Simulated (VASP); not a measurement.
Input of a VASP 6.6.1 run:

INCAR

```
PREC = Accurate
ENCUT = 520
EDIFF = 1E-6
ISMEAR = 0
SIGMA = 0.15
LREAL = F
LASPH = T
NELM = 100
ALGO = Fast
ISIF = 2
LWAVE = F
LCHARG = F
NBANDS = 13
```

The input KPOINTS:

```
regular mesh
0
Gamma
  16 16 16
```

The input POSCAR:

```
Pb
1.0
    0.0000000000      2.2722160000      2.4698000000
    2.2722160000      0.0000000000      2.4698000000
    2.2722160000      2.2722160000      0.0000000000
Pb
1
Direct
    0.0000000000      0.0000000000      0.0000000000
```

Potentials or basis: VASP PAW LDA potentials, release 64 (Pb_d).

Run with:

```sh
$ cat potpaw_LDA.64/Pb_d/POTCAR > POTCAR
$ mpirun -np 1 vasp_std > vasp.out
```

**Question.** Predict the band gap on the k mesh.

**Answer.** Zero (band 7 reaches 17.86 eV, above the bottom of band 8 at 6.81 eV).

**Question.** Estimate the pressure.

**Answer.** 9.6 GPa.

Stress tensor (GPa, compression positive):
```
10.43  0.00  0.00
 0.00 10.43  0.00
 0.00  0.00  7.84
```

Caveat: the cell differs from its parent crystal (strain -0.080 along x and y, +0.000 along z); spin-orbit coupling is left out, which moves the levels of the heavy elements.
